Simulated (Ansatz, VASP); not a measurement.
## One calculation of Bi2Cl, two programs

```
CELL_PARAMETERS angstrom
-3.88160 3.88160 3.06323
3.88160 -3.88160 3.06323
3.88160 3.88160 -3.06323
ATOMIC_POSITIONS crystal
Bi 0.63229 0.13229 0.76459
Bi 0.13229 0.36771 0.50000
Bi 0.36771 0.86771 0.23541
Bi 0.86771 0.63229 0.50000
Cl 0.25000 0.25000 0.00000
Cl 0.75000 0.75000 0.00000
```

Alike in both runs: functional PBE; k mesh 8 × 8 × 8; occupations gaussian, width 0.1 eV; no spin polarisation.

Ansatz relaxed the structure, and its values are those at the end. VASP's run is a single point on that final structure, the one shown.

|  | VASP | Ansatz |
| --- | --- | --- |
| version | VASP 6.6.1 | Ansatz 0.2.0 |
| potentials or method | VASP PAW PBE potentials, release 64 (Bi_d, Cl), cutoff 520 eV | scalar-relativistic, plane waves, PAW |
| valence electrons in the cell | 74 | 74 |

Ansatz gave:

- gap on the k mesh at the Fermi level (eV): none
- pressure (GPa): 0.0

**Question.** Which values does VASP return?

**Answer.** gap on the k mesh at the Fermi level (eV): none; pressure (GPa): -0.1.

A gap of «none» marks a metal or a gap that the smearing closes.

Neither program's run includes spin-orbit coupling.
